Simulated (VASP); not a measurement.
Input of a VASP 6.6.1 run:

File INCAR:

```
ALGO = Normal
EDIFF = 1E-6
ENCUT = 520
GGA = PS
ISIF = 2
ISMEAR = -1
LASPH = T
LCHARG = T
LELF = T
LREAL = F
LVHAR = T
LWAVE = F
NBANDS = 11
NELM = 80
PREC = Accurate
SIGMA = 0.05
```

The input KPOINTS:

```
k-points
0
Gamma
  13 13 13
```

The input POSCAR:

```
BN
1.0
    0.0000000000      1.7884979828      1.7884979828
    1.7884979828      0.0000000000      1.7884979828
    1.7884979828      1.7884979828      0.0000000000
N B
1 1
Direct
    0.2500000000      0.2500000000      0.2500000000
    0.0000000000      0.0000000000      0.0000000000
```

Potentials or basis: VASP PAW PBE potentials, release 64 (N, B).

Run with:

```console
$ cat potpaw_PBE.64/N/POTCAR potpaw_PBE.64/B/POTCAR > POTCAR
$ mpirun -np 1 vasp_std > vasp.out
```

(1) Predict the pressure.

(2) Predict the band gap on the k mesh.

Answers

(1) 10.4 GPa.

(2) 4.39 eV, indirect (least direct gap 8.91 eV).

Caveat: the PAW data sets were made with another functional, which shifts forces and pressure a little.
